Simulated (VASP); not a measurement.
Runs of VASP 6.6.1 on Si2Mo. The structure is that of space group I4/mmm (No. 139), or close to it. The cells are those of the table. 

```tsv
cell	gap on the mesh (eV)	pressure (GPa)	largest force (eV/Å)
a = 4.516 Å, angles 139.4, 139.4, 58.7°, 3 atoms	none	12.4	0.12
a = 4.502 Å, angles 139.9, 139.9, 58.0°, 3 atoms	none	19.9	(a)
a = 4.562 Å, angles 138.1, 138.1, 60.7°, 3 atoms	none	-4.8	0.04
a = 4.532 Å, angles 139.0, 139.0, 59.4°, 3 atoms	none	5.8	(b)
```

Alike in all rows: task single point; level PBE; potentials or basis VASP PAW PBE potentials, release 64 (Si, Mo_sv); no spin polarisation; k mesh 18 × 18 × 18; cutoff (eV) 520; smearing gaussian 0.15 eV.

Task: Estimate the missing entries.

Result: (a) 0.20; (b) 0.06.

A k mesh can miss the band edges, and the runs leave out spin-orbit coupling on Mo.

A gap of «none» marks levels without a gap at the run's occupations.
